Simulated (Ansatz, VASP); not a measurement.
One calculation of ZnO, two programs

The input POSCAR:

```
ZnO
1.0
    0.0000000000      2.2191212019      2.0433046071
    2.2191212019      0.0000000000      2.0433046071
    2.2191212019      2.2191212019      0.0000000000
Zn O
1 1
Direct
    0.0000000000      0.0000000000      0.0000000000
    0.5000000000      0.5000000000      0.5000000000
```

The input INCAR.step1:

```
SYSTEM = ZnO
  ALGO = Normal
  EDIFF = 1E-4
  ENCUT = 520
  GGA = PE
  ISMEAR = 0
  LASPH = .True.
  LCHARG = .False.
  LREAL = .False.
  LWAVE = .True.
  NBANDS = 16
  NELM = 100
  PREC = Accurate
  SIGMA = 0.01
```

File INCAR.step2:

```
SYSTEM = ZnO
  ALGO = Normal
  EDIFF = 1E-6
  ENCUT = 520
  ISIF = 2
  ISMEAR = 0
  ISTART = 1
  LASPH = .True.
  LCHARG = .False.
  LMIXTAU = .True.
  LREAL = .False.
  LWAVE = .False.
  METAGGA = R2SCAN
  NBANDS = 16
  NELM = 100
  PREC = Accurate
  SIGMA = 0.01
```

Contents of KPOINTS:

```
k-points
0
Gamma
  10 10 10
  0 0 0
```

Input for Ansatz:

```yaml
crystal:
  lattice:
    - [0.0, 2.2191212019, 2.0433046071]
    - [2.2191212019, 0.0, 2.0433046071]
    - [2.2191212019, 2.2191212019, 0.0]
  atoms:
    - { symbol: Zn, position: [0.0, 0.0, 0.0] }
    - { symbol: O, position: [0.5, 0.5, 0.5] }
kpoints:
  mp_grid: { grid: [10, 10, 10] }
  band_path:
    path:
      - [0.0, 0.0, 0.0]
      - [0.5, 0.0, 0.5]
      - [0.625, 0.25, 0.625]
      - [0.375, 0.375, 0.75]
      - [0.5, 0.5, 0.5]
      - [0.5, 0.25, 0.75]
    npoints: 1
hamiltonian:
  xc: r2scan
scf:
  occupations: { method: fixed }
  n_extra_bands: 4
output:
  forces: true
  stress: true
  eigenvalues: true
```

Change from the starting cell: epitaxial_xy strain +4.0%.

Alike in both runs: task single point; functional r2SCAN; k mesh 10 × 10 × 10; no spin polarisation.

```csv
,VASP,Ansatz
version,VASP 6.6.1,Ansatz 0.2.0
potentials or method,"VASP PAW PBE potentials, release 64 (Zn, O)","plane waves, PAW"
plane-wave cutoff (eV),520,500
occupations,"gaussian, width 0.01 eV",fixed
valence electrons in the cell,18,18
```

|  | VASP | Ansatz | Ansatz less VASP |
| --- | --- | --- | --- |
| gap on the k mesh at the Fermi level (eV) | 1.22 | 1.24 | +0.018 |
| pressure (GPa) | -3.0 | -4.4 | -1.37 |
| traceless stress, the component that is largest in VASP (GPa) | 4.89 | 4.38 | -0.517 |

VASP's potentials were made for PBE, not for r2SCAN.
